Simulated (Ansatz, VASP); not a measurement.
BP: VASP beside Ansatz

```
B P
1.0
     0.00000    2.24538    2.24538
     2.24538    0.00000    2.24538
     2.24538    2.24538    0.00000
B P
1 1
Direct
  0.00000 0.00000 0.00000
  0.25000 0.25000 0.25000
```

Alike in both runs: task single point; functional LDA; k mesh 8 × 8 × 8; no spin polarisation.

|  | VASP | Ansatz |
| --- | --- | --- |
| version | VASP 6.6.1 | Ansatz 0.2.0 |
| potentials or method | VASP PAW LDA potentials, release 64 (B, P), cutoff 500 eV | scalar-relativistic, plane waves, PAW |
| occupations | gaussian, width 0.01 eV | fixed |
| valence electrons in the cell | 8 | 8 |

```tsv
	VASP	Ansatz	Ansatz less VASP
gap on the k mesh at the Fermi level (eV)	1.18	1.18	-0.001
least direct gap on the mesh (eV)	3.43	3.43	-0.003
```

Ansatz warns that its potentials were made for another functional, while VASP's fit it. LDA's correlation is that of Perdew and Zunger in VASP and of Perdew and Wang (1992) in Ansatz.
